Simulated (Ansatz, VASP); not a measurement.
**Two plane-wave programs on HRh16**

```
Rh H
1.0
    -3.82963    3.82963    3.82963
     3.82963   -3.82963    3.82963
     3.82963    3.82963   -3.82963
Rh H
16 1
Direct
  0.99919 0.00073 0.00061
  0.99919 0.25072 0.75062
  0.99919 0.50074 0.50062
  0.99919 0.75073 0.25062
  0.24918 0.00072 0.75061
  0.24453 0.24607 0.50062
  0.24457 0.50074 0.24599
  0.24920 0.75073 0.00062
  0.49920 0.00073 0.50062
  0.49920 0.24610 0.24598
  0.49920 0.50073 0.00062
  0.49920 0.75537 0.75525
  0.74919 0.00072 0.25062
  0.74920 0.25073 0.00062
  0.75384 0.50074 0.75526
  0.75380 0.75533 0.50062
  0.49884 0.50033 0.50053
```

Alike in both runs: functional PBE; k mesh 3 × 3 × 3; occupations methfessel-paxton of order 1, width 0.1 eV; no spin polarisation.

Ansatz relaxed the structure, and its values are those at the end. VASP's run is a single point on that final structure, the one shown.

|  | VASP | Ansatz |
| --- | --- | --- |
| version | VASP 6.6.1 | Ansatz 0.2.0 |
| potentials or method | VASP PAW PBE potentials, release 64 (Rh_pv, H), cutoff 520 eV | plane-wave PAW DFT |
| valence electrons in the cell | 241 | 273 |

Ansatz gave:

```
rms of the force components (eV/Å) : 0.000
```

Which values does VASP return?

rms of the force components (eV/Å): 0.003.

The functional is the same, so the differences come from potentials, cutoffs and numerics. VASP's potentials hold 241 valence electrons a cell and Ansatz's 273, so a difference there can come from the potentials and not from the codes.

The k mesh is coarse, so the values compare programs but aren't converged.
